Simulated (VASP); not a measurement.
Write the native input for VASP 6.6.1 that does the following.

```yaml
Task: single point
Functional: PBE
Potentials_or_basis: VASP PAW PBE potentials, release 64 (Cd, In_d)
Cutoff: 520 eV
k_mesh: 14 × 14 × 14
Occupations: gaussian, width 0.1 eV
Spin: no spin polarisation
Dipole_correction: no
Further_INCAR_settings: ALGO = Fast; EDIFF = 1e-07; NBANDS = 26
```

The structure of Cd2In lies in POSCAR:

```
Cd2In
1.0
   -2.4460729464      2.4460729464      3.4547756554
    2.4460729464     -2.4460729464      3.4547756554
    2.4460729464      2.4460729464     -3.4547756554
Cd In
2 1
Direct
    0.7500000000      0.2500000000      0.5000000000
    0.2500000000      0.7500000000      0.5000000000
    0.0000000000      0.0000000000      0.0000000000
```

One way to write it, as run:

INCAR

```
SYSTEM = Cd2In
ALGO = Fast
EDIFF = 1E-7
ENCUT = 520
GGA = PE
ISIF = 2
ISMEAR = 0
LASPH = .True.
LCHARG = .True.
LELF = .True.
LREAL = .False.
LVHAR = .True.
LWAVE = .False.
NBANDS = 26
NELM = 80
PREC = Accurate
SIGMA = 0.1
```

KPOINTS

```
k-points
0
Gamma
  14 14 14
  0 0 0
```

Potentials or basis: VASP PAW PBE potentials, release 64 (Cd, In_d).

The run is started by

```sh
$ cat potpaw_PBE.64/Cd/POTCAR potpaw_PBE.64/In_d/POTCAR > POTCAR
$ mpirun -np 1 vasp_std > vasp.out
```

It gave:

```
Pressure               : 0.1 GPa
Band gap on the k mesh : zero (an odd number of electrons rules out a gap without spin polarisation)
```

Caveat: spin-orbit coupling is left out, which moves the levels of the heavy elements.

It took 3.8 min on 1 thread of Intel(R) Xeon(R) 6975P-C (Granite Rapids), on a shared host, peak memory 0.57 GiB.
